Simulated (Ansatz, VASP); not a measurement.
# Hf: VASP beside Ansatz

```
Hf
1.0
     5.01956    0.00000    0.00000
    -2.50978    4.34706    0.00000
     0.00000    0.00000    3.07699
Hf
3
Direct
  0.00000 0.00000 0.00000
  0.33333 0.66667 0.50000
  0.66667 0.33333 0.50000
```

Alike in both runs: task relaxation of cell and atoms; functional PBE; k mesh 7 × 7 × 10; occupations fermi-dirac, width 0.1 eV; no spin polarisation.

|  | VASP | Ansatz |
| --- | --- | --- |
| version | VASP 6.6.1 | Ansatz 0.2.0 |
| potentials or method | VASP PAW PBE potentials, release 64 (Hf_pv), cutoff 600 eV | plane waves (420 eV) with PAW, scalar-relativistic |
| valence electrons in the cell | 30 | 78 |

Ansatz gave:

* relaxed volume (Å³/atom): 22.34
* relaxed cell length with the largest relative difference (Å): 4.995

Question: What did VASP give for the same quantities?

Answer: Relaxed volume (Å³/atom): 22.24; relaxed cell length with the largest relative difference (Å): 4.986.

VASP's potentials hold 30 valence electrons a cell and Ansatz's 78, so a difference there can come from the potentials and not from the codes.

Spin-orbit coupling is off throughout.
